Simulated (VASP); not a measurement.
A run of VASP 6.6.1:

INCAR

```
SYSTEM = Os
  PREC = Accurate
  ENCUT = 600
  EDIFF = 1E-7
  ISMEAR = 0
  SIGMA = 0.1
  LREAL = .FALSE.
  LASPH = .TRUE.
  NELM = 120
  ALGO = Normal
  ISIF = 4
  LWAVE = .FALSE.
  LCHARG = .FALSE.
  GGA = PE
  IBRION = 2
  NSW = 50
  EDIFFG = -0.01
  GGA_COMPAT = .FALSE.
  NELMIN = 4
```

File KPOINTS:

```
Automatic mesh
0
G
  18 18 10
  0 0 0
```

POSCAR

```
Os
1.0
    2.7249706381      0.0000000000      0.0000000000
   -1.3624853190      2.3598937972      0.0000000000
    0.0000000000      0.0000000000      4.3069236390
Os
2
Direct
    0.3333333333      0.6666666667      0.2500000000
    0.6666666667      0.3333333333      0.7500000000
```

Potentials or basis: VASP PAW PBE potentials, release 64 (Os).

Command:

```bash
$ cat potpaw_PBE.64/Os/POTCAR > POTCAR
$ mpirun -np 1 vasp_std > vasp.out
```

Hardware: 1 thread of Oxide Virtual Turin-like Processor, with other jobs on the host.

Estimate the wall time of this run.

Run time: 110 s on 1 thread of Oxide Virtual Turin-like Processor (shared host), peak memory 0.2 GiB. Counts: scf iterations 25, k points 222, ion steps 3.
